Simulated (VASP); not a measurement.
Write the native input for VASP 6.6.1 that does the following.

| Quantity | Value |
| --- | --- |
| Task | relaxation of cell and atoms |
| Functional | BLYP |
| Potentials or basis | VASP PAW PBE potentials, release 64 (Zr_sv) |
| Cutoff | 600 eV |
| k mesh | 11 × 11 × 6 |
| Occupations | fermi-dirac, width 0.05 eV |
| Spin | collinear spin |
| Starting moments | [1.0, 1.0] μB |
| Dipole correction | no |
| Further INCAR settings | ALGO = Normal; EDIFF = 1e-07; IBRION = 2; EDIFFG = -0.01; NSW = 80; ISIF = 3 |

The structure of Zr lies in POSCAR:

```
Zr
1.0
    3.2319982225      0.0000000000      0.0000000000
   -1.6159991112      2.7989925656      0.0000000000
    0.0000000000      0.0000000000      5.1470000000
Zr
2
Direct
    0.3333333333      0.6666666667      0.2500000000
    0.6666666667      0.3333333333      0.7500000000
```

The input as run:

INCAR

```
SYSTEM = Zr
PREC = Accurate
ENCUT = 600
EDIFF = 1E-7
ISMEAR = -1
SIGMA = 0.05
LREAL = .False.
LASPH = .True.
NELM = 150
ALGO = Normal
ISIF = 3
LWAVE = .False.
LCHARG = .False.
ISPIN = 2
MAGMOM = 1 1
LORBIT = 11
LMAXMIX = 4
GGA = B5
ALDAX = 1.0
AGGAX = 1.0
AGGAC = 1.0
ALDAC = 0.0
IBRION = 2
NSW = 80
EDIFFG = -0.01
```

KPOINTS

```
regular mesh
0
Gamma
  11 11 6
  0 0 0
```

Potentials or basis: VASP PAW PBE potentials, release 64 (Zr_sv).

Command:

```bash
$ cat potpaw_PBE.64/Zr_sv/POTCAR > POTCAR
$ mpirun -np 1 vasp_std > vasp.out
```

Results of the run:

* Relaxed volume: 24.18 Å³/atom
* Relaxed cell: a = 3.270 Å, b = 3.270 Å, c = 5.225 Å, α = 90.00°, β = 90.00°, γ = 120.00°
* Space group after relaxing (to 0.1 Å): P6_3/mmc (No. 194)
* Energy gained by relaxing: 10.3 meV/atom
* Ionic steps: 6
* Pressure after relaxing: 0.0 GPa
* Band gap on the k mesh: zero (filled and empty bands overlap)
* Net moment: 0.00 μB per cell
* Valence electrons inside the program's atomic spheres: Zr 9.82

Caveat: the PAW data sets were made with another functional, which shifts forces and pressure a little.

It took 3.6 min on 1 thread of Intel(R) Xeon(R) 6975P-C (Granite Rapids), on a shared host, peak memory 0.26 GiB.
